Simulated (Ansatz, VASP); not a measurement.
MgB2: VASP beside Ansatz

```
Mg B
1.0
     3.02202    0.00000    0.00000
    -1.51101    2.61715    0.00000
     0.00000    0.00000    3.45108
Mg B
1 2
Direct
  0.00000 0.00000 0.00000
  0.33333 0.66667 0.50000
  0.66667 0.33333 0.50000
```

Change from the starting cell: volume scaled by 0.94.

Alike in both runs: task single point; functional LDA; k mesh 12 × 12 × 9; occupations fermi-dirac, width 0.05 eV; no spin polarisation.

```csv
,VASP,Ansatz
version,VASP 6.6.1,Ansatz 0.2.0
potentials or method,"VASP PAW LDA potentials, release 64 (Mg, B), cutoff 520 eV","all-electron LAPW, scalar-relativistic"
```

```csv
,VASP,Ansatz,Ansatz less VASP
pressure (GPa),1.3,1.9,+0.60
"traceless stress, the component that is largest in VASP (GPa)",-2.02,-1.89,+0.134
```

LDA's correlation is that of Perdew and Zunger in VASP and of Perdew and Wang (1992) in Ansatz. Ansatz ran all-electron here, and VASP with PAW potentials.
